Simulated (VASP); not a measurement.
Runs of VASP 6.6.1 on MgI2. Symmetry: P-3m1, No. 164, trigonal system. The conventional cell has a = 4.157 Å, b = 4.157 Å, c = 6.873 Å, α = 90.00°, β = 90.00°, γ = 120.00°. Mg (site symmetry -3m) has 6 I at 2.92 Å within 3.8 Å. Within 3.8 Å of I (site symmetry 3m) lie 3 Mg at 2.92 Å. 

```tsv
level	potentials or basis	k mesh	gap on the mesh (eV)	pressure (GPa)	largest force (eV/Å)
r2SCAN	VASP PAW PBE potentials, release 64 (Mg, I)	6 × 6 × 2	(a)	0.5	0.04
LDA	VASP PAW LDA potentials, release 64 (Mg, I)	6 × 6 × 4	3.34	-1.6	(b)
PBE	VASP PAW PBE potentials, release 64 (Mg, I)	6 × 6 × 4	3.51	1.1	-
r2SCAN	VASP PAW PBE potentials, release 64 (Mg, I)	6 × 6 × 4	4.10	0.5	0.04
```

Alike in all rows: task single point; no spin polarisation; cell as given; cutoff (eV) 520; smearing gaussian 0.01 eV.

Fill in the values left out.

(a) 4.13; (b) 0.16.

Caveats: some runs use coarse meshes; spin-orbit coupling is left out, which moves the levels of the heavy elements; the PAW data sets were made with another functional, which shifts forces and pressure a little (some runs); this functional lacks dispersion, which binds the layers, so the pressure and a relaxed spacing across them are unreliable (some runs).

A k mesh can miss the band edges, and the runs leave out spin-orbit coupling on I.
